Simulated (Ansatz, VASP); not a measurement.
## Two plane-wave programs on Ir

Contents of INCAR:

```
PREC = Accurate ; ENCUT = 520
EDIFF = 1E-6 ; ISMEAR = 0
SIGMA = 0.1 ; LREAL = False
LASPH = True ; NELM = 60
ALGO = Fast ; ISIF = 2
LWAVE = False ; LCHARG = True
LDIPOL = True ; IDIPOL = 3
DIPOL = 0.5 0.5 0.500 ; GGA = PE
LELF = True ; LVHAR = True
LVACPOTAV = True ; NBANDS = 20
```

Contents of KPOINTS:

```
Automatic mesh
0
Gamma
  15 15 1
```

POSCAR

```
Ir
1.0
    2.7369673410      0.0000000000      0.0000000000
   -1.3684836705      2.3702832466      0.0000000000
    0.0000000000      0.0000000000     19.4694489520
Ir
3
Direct
    0.6666666667      0.3333333333      0.3852189150
    0.3333333333      0.6666666667      0.5000000000
    0.0000000000      0.0000000000      0.6147810850
```

Input for Ansatz:

```yaml
crystal:
  lattice:
    - [2.736967341, 0.0, 0.0]
    - [-1.3684836705, 2.3702832466, 0.0]
    - [0.0, 0.0, 19.469448952]
  atoms:
    - { symbol: Ir, position: [0.6666666667, 0.3333333333, 0.385218915] }
    - { symbol: Ir, position: [0.3333333333, 0.6666666667, 0.5] }
    - { symbol: Ir, position: [0.0, 0.0, 0.614781085] }
basis:
  ecutwfc: 420
kpoints:
  mp_grid: { grid: [15, 15, 1] }
hamiltonian:
  xc: pbe
scf:
  occupations: { method: gaussian, width: 0.1 }
output:
  forces: true
  stress: true
  eigenvalues: true
efield:
  axis: 3
  dipole_correction: true
  ramp_width: 0.04
```

Alike in both runs: task single point; functional PBE; k mesh 15 × 15 × 1; occupations gaussian, width 0.1 eV; no spin polarisation.

```csv
,VASP,Ansatz
version,VASP 6.6.1,Ansatz 0.2.0
potentials or method,"VASP PAW PBE potentials, release 64 (Ir), cutoff 520 eV","scalar-relativistic, plane waves, PAW"
valence electrons in the cell,27,51
```

Ansatz gave:

- gap on the k mesh at the Fermi level (eV): none
- rms of the force components (eV/Å): 0.316
- work function, face that differs most (eV): 5.40

Task: What did VASP give for the same quantities?

Result: gap on the k mesh at the Fermi level (eV): none; rms of the force components (eV/Å): 0.302; work function, face that differs most (eV): 5.40.

Atom by atom the forces differ by 0.014 eV/Å (rms over components). A gap of «none» marks a metal or a gap that the smearing closes. VASP's potentials hold 27 valence electrons a cell and Ansatz's 51, so a difference there can come from the potentials and not from the codes.

Neither program's run includes spin-orbit coupling.
